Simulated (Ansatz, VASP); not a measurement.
# CsHfSc in VASP and in Ansatz

INCAR

```
SYSTEM = CsHfSc
  PREC = Accurate
  ENCUT = 520
  EDIFF = 1E-6
  ISMEAR = 0
  SIGMA = 0.1
  LREAL = .False.
  LASPH = .True.
  NELM = 100
  ALGO = Normal
  ISIF = 2
  LWAVE = .False.
  LCHARG = .False.
  GGA = PE
  NBANDS = 22
```

Contents of KPOINTS:

```
Automatic mesh
0
Gamma
  4 4 4
  0 0 0
```

POSCAR

```
CsHfSc
1.0
    2.9916041600     -3.0088967100      0.0000000000
    2.9916041600      3.0088967100      0.0000000000
    0.0000000000      0.0000000000      5.8954329900
Cs Hf Sc
1 1 1
Direct
    0.0000000000      0.0000000000      0.0000000000
    0.5000000000      0.5000000000      0.0000000000
    0.5000000000      0.5000000000      0.5000000000
```

Input for Ansatz:

```yaml
crystal:
  lattice:
    - [2.99160416, -3.00889671, 0.0]
    - [2.99160416, 3.00889671, 0.0]
    - [0.0, 0.0, 5.89543299]
  atoms:
    - { symbol: Cs, position: [0.0, 0.0, 0.0] }
    - { symbol: Hf, position: [0.5, 0.5, 0.0] }
    - { symbol: Sc, position: [0.5, 0.5, 0.5] }
basis:
  ecutwfc: 420
kpoints:
  mp_grid: { grid: [4, 4, 4] }
hamiltonian:
  xc: pbe
scf:
  occupations: { method: gaussian, width: 0.1 }
  lower_state_search: "off"
output:
  forces: true
  stress: true
  eigenvalues: true
```

Alike in both runs: task single point; functional PBE; k mesh 4 × 4 × 4; occupations gaussian, width 0.1 eV; no spin polarisation.

|  | VASP | Ansatz |
| --- | --- | --- |
| version | VASP 6.6.1 | Ansatz 0.2.0 |
| potentials or method | VASP PAW PBE potentials, release 64 (Cs_sv, Hf_pv, Sc_sv), cutoff 520 eV | scalar-relativistic, plane waves, PAW |
| valence electrons in the cell | 30 | 46 |

Ansatz gave:

```
gap on the k mesh at the Fermi level (eV)                     : none
pressure (GPa)                                                : 2.0
traceless stress, the component that is largest in VASP (GPa) : -4.20
```

**Question.** What did VASP give for the same quantities?

**Answer.** gap on the k mesh at the Fermi level (eV): none; pressure (GPa): 2.1; traceless stress, the component that is largest in VASP (GPa): -4.21.

A gap of «none» marks a metal or a gap that the smearing closes. VASP's potentials hold 30 valence electrons a cell and Ansatz's 46, so a difference there can come from the potentials and not from the codes.

The k mesh is coarse, so the values compare programs but aren't converged. Spin-orbit coupling is off throughout.
